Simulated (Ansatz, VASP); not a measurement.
TiH5: VASP beside Ansatz

```
Ti H
1.0
     2.96257    0.00000    0.00000
    -1.48128    2.56566    0.00000
     0.00000    0.00000   15.59486
Ti H
2 10
Direct
  0.66667 0.33333 0.91290
  0.33333 0.66667 0.08710
  0.33333 0.66667 0.96191
  0.00000 0.00000 0.85307
  0.00000 0.00000 0.14693
  0.66667 0.33333 0.03809
  0.33333 0.66667 0.30472
  0.33333 0.66667 0.35277
  0.66667 0.33333 0.69528
  0.66667 0.33333 0.64723
  0.00000 0.00000 0.47600
  0.00000 0.00000 0.52400
```

Alike in both runs: functional PBE; k mesh 6 × 6 × 2; occupations gaussian, width 0.2 eV; no spin polarisation.

Ansatz relaxed the structure, and its values are those at the end. VASP's run is a single point on that final structure, the one shown.

```csv
,VASP,Ansatz
version,VASP 6.6.1,Ansatz 0.2.0
potentials or method,"VASP PAW PBE potentials, release 64 (Ti_sv, H), cutoff 520 eV","scalar-relativistic, plane waves, PAW"
valence electrons in the cell,34,34
```

|  | VASP | Ansatz | Ansatz less VASP |
| --- | --- | --- | --- |
| gap on the k mesh at the Fermi level (eV) | none | none | - |
| pressure (GPa) | -0.2 | 0.0 | +0.15 |
| rms of the force components (eV/Å) | 0.008 | 0.008 | 0.0000 |

A gap of «none» marks a metal or a gap that the smearing closes. The functional is the same, so the differences come from potentials, cutoffs and numerics.

The k mesh is coarse, so the values compare programs but aren't converged.
